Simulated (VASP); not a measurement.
Set up this calculation in VASP 6.6.1, as the native input.

| Item | Value |
| --- | --- |
| Task | electric field gradients |
| Functional | PBE |
| Potentials or basis | VASP PAW PBE potentials, release 64 (Eu) |
| Cutoff | 520 eV |
| k mesh | 12 × 12 × 6 |
| Occupations | fermi-dirac, width 0.05 eV |
| Spin | collinear spin, ferromagnetic start |
| Starting moments | [7.0, 7.0] μB |
| Dipole correction | no |
| Further INCAR settings | ALGO = Normal; EDIFF = 1e-08; NBANDS = 28 |

The structure of Eu lies in POSCAR:

```
Eu
1.0
    3.8428113994      0.0000000000      0.0000000000
   -1.9214056996      3.3279722938      0.0000000000
    0.0000000000      0.0000000000      6.1647011337
Eu
2
Direct
    0.3333333333      0.6666666667      0.2500000000
    0.6666666667      0.3333333333      0.7500000000
```

This isn't the form of Eu at room conditions, which is bcc.

The input as run:

INCAR

```
  ALGO = Normal
  EDIFF = 1E-8
  ENCUT = 520
  GGA = PE
  ISIF = 2
  ISMEAR = -1
  ISPIN = 2
  LASPH = T
  LCHARG = F
  LEFG = T
  LMAXMIX = 6
  LORBIT = 11
  LREAL = F
  LWAVE = F
  MAGMOM = 7 7
  NBANDS = 28
  NELM = 150
  PREC = Accurate
  SIGMA = 0.05
```

KPOINTS

```
k-points
0
Gamma
  12 12 6
```

Potentials or basis: VASP PAW PBE potentials, release 64 (Eu).

Launch:

```bash
$ cat potpaw_PBE.64/Eu/POTCAR > POTCAR
$ mpirun -np 1 vasp_std > vasp.out
```

Results of the run:

```json
{
 "Pressure": "0.8 GPa",
 "Net moment": "15.07 μB per cell",
 "Site moments": "Eu +6.73 μB",
 "Largest electric field gradient by atom": "Eu +9.6 V/Å²",
 "Valence electrons inside the program's atomic spheres": "Eu 14.75"
}
```

Caveat: without QUAD_EFG the Cq values of the log hold for a quadrupole moment of 1 mb, not for the nuclei.

It took 12 min on 1 thread of Intel Xeon 8259CL, on a shared host, peak memory 0.42 GiB.
